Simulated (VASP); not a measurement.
Cd: single point with PBEsol

Cd:

```
CELL_PARAMETERS angstrom
0.00000 2.98863 2.98863
2.98863 0.00000 2.98863
2.98863 2.98863 0.00000
ATOMIC_POSITIONS crystal
Cd 0.00000 0.00000 0.00000
Cd 0.25000 0.25000 0.25000
```

This isn't the form of Cd at room conditions, which is hcp.

```
Program                : VASP 6.6.1
Task                   : single point
Functional             : PBEsol
Potentials or basis    : VASP PAW PBE potentials, release 64 (Cd)
Cutoff                 : 520 eV
k mesh                 : 12 × 12 × 12
Occupations            : methfessel-paxton, width 0.1 eV
Spin                   : no spin polarisation
Dipole correction      : no
Further INCAR settings : ALGO = Normal; EDIFF = 1e-06; NBANDS = 19
```

```
Pressure               : 10.6 GPa
Band gap on the k mesh : zero (bands 12 and 13 overlap by 6.80 eV)
```

Levels at points of the mesh, in eV from the Fermi level:
```tsv
k point	band 8	band 9	band 10	band 11	band 12	band 13	band 14	band 15	band 16	band 17
(0.00, 0.00, 0.00)	-8.49	-8.11	-8.11	-7.78	5.98	5.98	5.98	6.98	6.98	6.98
(0.50, 0.00, 0.00)	-8.48	-8.10	-8.10	-4.51	-3.22	3.66	3.66	6.63	7.70	7.70
(0.50, 0.50, 0.00)	-8.65	-8.00	-8.00	-3.00	-3.00	1.05	1.05	4.65	4.65	15.07
```

Wall time 16 s on 1 thread of Intel(R) Xeon(R) 6975P-C (Granite Rapids), with other jobs on the host, peak memory 0.2 GiB.

Caveat: the cell stands under pressure; the PAW data sets were made with another functional, which shifts forces and pressure a little.
